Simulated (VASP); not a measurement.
# Tm2CdC2 (P6/mmm) in VASP: relaxation of cell and atoms with PBE

Aim: the relaxation of cell and atoms of Tm2CdC2 with PBE.

All numbers are computed with VASP 6.6.1; they aren't measurements. Logs are shortened: lines on timing, memory, paths and dates and some standing lists are left out, and cuts for length are marked.

## 1. The cell of the first run

The structure is hexagonal, space group P6/mmm (No. 191). Conventional cell: a = 5.152 Å, b = 5.152 Å, c = 4.533 Å, α = 90.00°, β = 90.00°, γ = 120.00°. Within 3.0 Å of Tm (site symmetry -6m2) lie 2 C at 2.27 Å and 3 Tm at 2.97 Å. Cd (site symmetry 6/mmm) has 6 C at 2.97 Å and 12 Tm at 3.74 Å within 3.9 Å. C (site symmetry -6m2) has 2 Tm at 2.27 Å and 3 C at 2.97 Å and 3 Cd at 2.97 Å within 3.0 Å.

The cell was built from a structure type or drawn by symmetry, and may not be a known phase.

## 2. Relaxation of cell and atoms, PBE

Contents of INCAR:

```
SYSTEM = Tm2CdC2
PREC     = Accurate       ! precision mode
ENCUT    = 600            ! plane-wave cutoff, eV
EDIFF    = 1E-7           ! SCF threshold, eV
ISMEAR   = 0              ! smearing method
SIGMA    = 0.1            ! smearing width, eV
LREAL    = .False.        ! projectors in reciprocal space
LASPH    = .True.         ! aspherical terms in the spheres
NELM     = 200            ! most SCF steps
ALGO     = Normal         ! electronic algorithm
ISIF     = 3              ! what is computed and relaxed
LWAVE    = .False.        ! write WAVECAR
LCHARG   = .False.        ! write CHGCAR
GGA      = PE             ! functional
IBRION   = 2              ! ionic algorithm
NSW      = 100            ! ionic steps
EDIFFG   = -0.01          ! ionic threshold
GGA_COMPAT= .False.      
NELMIN   = 4            
LMAXMIX  = 6              ! l up to which the mixer works
```

Contents of KPOINTS:

```
Automatic mesh
0
Gamma
  12 12 8
  0 0 0
```

Contents of POSCAR:

```
Tm2CdC2
1.0
    5.1520271752      0.0000000000      0.0000000000
   -2.5760135876      4.4617864147      0.0000000000
    0.0000000000      0.0000000000      4.5326280909
Tm Cd C
2 1 2
Direct
    0.3333333333      0.6666666667      0.0000000000
    0.6666666667      0.3333333333      0.0000000000
    0.0000000000      0.0000000000      0.5000000000
    0.3333333333      0.6666666667      0.5000000000
    0.6666666667      0.3333333333      0.5000000000
```

Potentials or basis: VASP PAW PBE potentials, release 64 (Tm_3, Cd, C), 4f in core.

The run is started by

```console
$ cat potpaw_PBE.64/Tm_3/POTCAR potpaw_PBE.64/Cd/POTCAR potpaw_PBE.64/C/POTCAR > POTCAR
$ mpirun -np 1 vasp_std > vasp.out
```

OUTCAR:

```text
SYSTEM = Tm2CdC2
   PREC = Accurate
   ENCUT = 600
   EDIFF = 1E-7
   ISMEAR = 0
   LREAL = .False.
   LASPH = .True.
   NELM = 200
   ISIF = 3
   GGA = PE
   IBRION = 2
   NSW = 100
   EDIFFG = -0.01
   NELMIN = 4

 ion  position               nearest neighbor table
   1  0.333  0.667  0.000-   4 2.27   4 2.27   2 2.97   2 2.97   2 2.97   3 3.74   3 3.74   3 3.74
                             3 3.74   3 3.74   3 3.74
   2  0.667  0.333  0.000-   5 2.27   5 2.27   1 2.97   1 2.97   1 2.97   3 3.74   3 3.74   3 3.74
                             3 3.74   3 3.74   3 3.74
   3  0.000  0.000  0.500-   1 3.74   2 3.74   1 3.74   2 3.74   1 3.74   1 3.74   2 3.74   2 3.74
                             2 3.74   2 3.74   1 3.74   1 3.74
   4  0.333  0.667  0.500-   1 2.27   1 2.27
   5  0.667  0.333  0.500-   2 2.27   2 2.27

  LATTYP: Found a hexagonal cell.
 ALAT       =     5.1520271752
 C/A-ratio  =     0.8797756566

  Lattice vectors:

 A1 = (   5.1520271752,   0.0000000000,   0.0000000000)
 A2 = (  -2.5760135876,   4.4617864147,   0.0000000000)
 A3 = (   0.0000000000,   0.0000000000,   4.5326280909)

Analysis of symmetry for initial positions (statically):
=====================================================================
 Subroutine PRICEL returns:
 Original cell was already a primitive cell.

 Routine SETGRP: Setting up the symmetry group for a
 hexagonal supercell.

 Subroutine GETGRP returns: Found 24 space group operations
 (whereof 24 operations were pure point group operations)
 out of a pool of 24 trial point group operations.

The static configuration has the point symmetry D_6h.

Analysis of symmetry for dynamics (positions and initial velocities):
=====================================================================
 Subroutine PRICEL returns:
 Original cell was already a primitive cell.

 Routine SETGRP: Setting up the symmetry group for a
 hexagonal supercell.

 Subroutine GETGRP returns: Found 24 space group operations
 (whereof 24 operations were pure point group operations)
 out of a pool of 24 trial point group operations.

The dynamic configuration has the point symmetry D_6h.

 Subroutine INISYM returns: Found 24 space group operations
 (whereof 24 operations are pure point group operations),
 and found     1 'primitive' translations

[... 107 lines left out ...]
   ISYM   =      2    0-nonsym 1-usesym 2-fastsym
   POTIM  = 0.5000    time-step for ionic-motion
   TEBEG  =    0.0;   TEEND  =   0.0 temperature during run
   PSTRESS=    0.0 pullay stress
   NELECT =      38.0000    total number of electrons
   NUPDOWN=      -1.0000    fix difference up-down
   EMIN   =  10.00;   EMAX   =-10.00  energy-range for DOS
   EFERMI =   0.00;   METHOD = LEGACY
   ISMEAR =     0;   SIGMA  =   0.10  broadening in eV -4-tet -1-fermi 0-gaus
   EFERMI_NEDOS =   21; number of points for ismear=-14 and -15
   IALGO  =     38    algorithm
   IMIX   =      4    mixing-type and parameters
     AMIX     =   0.40;   BMIX     =  1.00
     AMIX_MAG =   1.60;   BMIX_MAG =  1.00
  volume/ion in A,a.u.               =      20.84       140.63
  Fermi-wavevector in a.u.,A,eV,Ry     =   1.169653  2.210324 18.613968  1.368088
  Thomas-Fermi vector in A             =   2.306123
   LORBIT       =      0    0 simple, 1 ext, 2 COOP (PROOUT), +10 PAW based schemes
   GGA     = PE    functional components
   LHFCALC =     F    Hartree Fock is set to
   AEXX    =    0.0000 exact exchange contribution
   IVDW    =     0    specifies the selected vdW correction
   LEPSILON=     F    determine dielectric tensor
   LRPA    =     F    only Hartree local field effects (RPA)
 conjugate gradient relaxation of ions
 non-spin polarized calculation
 Gauss-broadening in eV      SIGMA  =   0.10
  energy-cutoff  :      600.00
  volume of cell :      104.19
 maximum number of plane-waves:      3510
 NGX is ok and might be reduce to    42
   NGX = 21   NGY = 21   NGZ = 19

--------------------------------------- Ionic step        1  -------------------------------------------

 number of electron      38.0000003 magnetization

 Free energy of the ion-electron system (eV)
  ---------------------------------------------------
  ext. energy  EPLUGINS =         0.00000000
  ---------------------------------------------------
  free energy    TOTEN  =       -20.18609119 eV

  energy without entropy =      -20.17152429  energy(sigma->0) =      -20.17880774

------------------------ aborting loop because EDIFF is reached ----------------------------------------

  FORCE on cell =-STRESS in cart. coord.  units (eV):
  Direction    XX          YY          ZZ          XY          YZ          ZX
  --------------------------------------------------------------------------------------
  -------------------------------------------------------------------------------------
  Total       -0.1931248     -0.1931248      1.8819274      0.0000000      0.0000000      0.0000000
  in kB       -2.9696932     -2.9696932     28.9385278      0.0000000      0.0000000      0.0000000
  external PRESSURE =       7.6663804 kB  Pullay stress =       0.0000000 kB
[... 182 lines left out ...]
--------------------------------------- Ionic step        6  -------------------------------------------

 number of electron      38.0000002 magnetization

 Free energy of the ion-electron system (eV)
  ---------------------------------------------------
  ext. energy  EPLUGINS =         0.00000000
  ---------------------------------------------------
  free energy    TOTEN  =       -20.19803225 eV

  energy without entropy =      -20.18613760  energy(sigma->0) =      -20.19208492

 E-fermi :   2.3298     XC(G=0): -10.0991

 val. band max:        2.3167060363   @ k =   0.4167  -0.0000   0.3750
 cond. band min:       2.3402500452   @ k =   0.4167  -0.0000   0.1250
 fundamental gap:      0.0235440089
 Fermi energy:         2.3298130166

 k-point     1 :       0.0000    0.0000    0.0000
  band No.  band energies     occupation
      1     -23.2310      2.00000
      2     -23.2310      2.00000
      3     -22.4829      2.00000
      4     -22.3865      2.00000
      5     -22.3865      2.00000
      6     -22.2421      2.00000
[... 613 lines left out ...]
     22       3.9092      0.00000
     23       4.0361      0.00000

 [... further k-points ...]

------------------------ aborting loop because EDIFF is reached ----------------------------------------

  FORCE on cell =-STRESS in cart. coord.  units (eV):
  Direction    XX          YY          ZZ          XY          YZ          ZX
  --------------------------------------------------------------------------------------
  -------------------------------------------------------------------------------------
  Total       -0.0009052     -0.0009052     -0.0497732      0.0000000      0.0000000     -0.0000000
  in kB       -0.0139227     -0.0139227     -0.7655565      0.0000000      0.0000000     -0.0000000
  external PRESSURE =      -0.2644673 kB  Pullay stress =       0.0000000 kB
[... 20 lines left out ...]
  FREE ENERGIE OF THE ION-ELECTRON SYSTEM (eV)
  ---------------------------------------------------
  free  energy   TOTEN  =       -20.1980322459 eV

  energy  without entropy=      -20.1861375960  energy(sigma->0) =      -20.19208492

 reached required accuracy - stopping structural energy minimisation
```

CONTCAR:

```text
Tm2CdC2
   1.00000000000000
     5.1224453151798928    0.0000000000000000    0.0000000000000000
    -2.5612226575899464    4.4361677724315802   -0.0000000000000000
     0.0000000000000000    0.0000000000000000    4.5839860596741264
  Tm              Cd              C
     2     1     2
Direct
     0.3333333332999970    0.6666666667000030    0.0000000000000000
     0.6666666667000030    0.3333333332999970    1.0000000000000000
     1.0000000000000000    0.0000000000000000    0.5000000000000000
     0.3333333332999970    0.6666666667000030    0.5000000000000000
     0.6666666667000030    0.3333333332999970    0.5000000000000000

  0.00000000E+00  0.00000000E+00  0.00000000E+00
  0.00000000E+00  0.00000000E+00  0.00000000E+00
  0.00000000E+00  0.00000000E+00  0.00000000E+00
  0.00000000E+00  0.00000000E+00  0.00000000E+00
  0.00000000E+00  0.00000000E+00  0.00000000E+00
```

It took 17 min on 1 thread of Intel Xeon Platinum 8488C (Sapphire Rapids), shared host; peak memory 0.46 GiB.

Results:

| Quantity | Value |
| --- | --- |
| Free energy | -20.1980 eV |
| Relaxed volume | 20.83 Å³/atom |
| Relaxed cell | a = 5.122 Å, b = 5.122 Å, c = 4.584 Å, α = 90.00°, β = 90.00°, γ = 120.00° |
| Space group after relaxing (to 0.1 Å) | P6/mmm (No. 191) |
| Energy gained by relaxing | 2.4 meV/atom |
| Ionic steps | 6 |
| Pressure after relaxing | 0.0 GPa |
| Band gap on the k mesh | zero (bands 19 and 20 overlap by 1.18 eV) |

The path:
```
step  energy change (eV)  largest force (eV/Å)  pressure (GPa)  volume (Å³)
   1              0.0000                0.0000            0.77       104.19
   2             -0.0060                0.0000           -0.97       105.69
   3             -0.0107                0.0000           -0.30       105.10
   4             -0.0117                0.0000           -0.16       104.62
   5             -0.0119                0.0000           -0.04       104.21
   6             -0.0119                0.0000           -0.03       104.17
```

Final structure:
```yaml
crystal:
  lattice:
    - [5.12245, 0.00000, 0.00000]
    - [-2.56122, 4.43617, 0.00000]
    - [0.00000, 0.00000, 4.58399]
  atoms:
    - { symbol: Tm, position: [0.33333, 0.66667, 0.00000] }
    - { symbol: Tm, position: [0.66667, 0.33333, 0.00000] }
    - { symbol: Cd, position: [0.00000, 0.00000, 0.50000] }
    - { symbol: C, position: [0.33333, 0.66667, 0.50000] }
    - { symbol: C, position: [0.66667, 0.33333, 0.50000] }
```

Caveat: spin-orbit coupling is left out, which moves the levels of the heavy elements; the 4f electrons are frozen in the core, so they carry no moment and show no levels.
